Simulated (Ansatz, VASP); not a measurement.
# Two plane-wave programs on Cd

```xyz
4
Lattice="3.1576 0.0000 0.0000 -1.5788 2.7345 0.0000 0.0000 0.0000 10.0538" Properties=species:S:1:pos:R:3 pbc="T T T"
Cd    3.1576    0.0000    0.0000
Cd    3.1576    0.0000    5.0269
Cd    0.0000    1.8230    2.5134
Cd    1.5788    0.9115    7.5403
```

Alike in both runs: task single point; functional PBEsol; k mesh 13 × 13 × 4; occupations fermi-dirac, width 0.1 eV; no spin polarisation.

|  | VASP | Ansatz |
| --- | --- | --- |
| version | VASP 6.6.1 | Ansatz 0.2.0 |
| potentials or method | VASP PAW PBE potentials, release 64 (Cd), cutoff 520 eV | plane waves (420 eV) with PAW, scalar-relativistic |
| valence electrons in the cell | 48 | 80 |

|  | VASP | Ansatz | Ansatz less VASP |
| --- | --- | --- | --- |
| pressure (GPa) | -1.6 | -1.9 | -0.29 |
| traceless stress, the component that is largest in VASP (GPa) | 0.09 | 0.08 | -0.009 |

VASP's potentials were made for PBE, not for PBEsol, and Ansatz warns of the same on its side. VASP's potentials hold 48 valence electrons a cell and Ansatz's 80, so a difference there can come from the potentials and not from the codes.
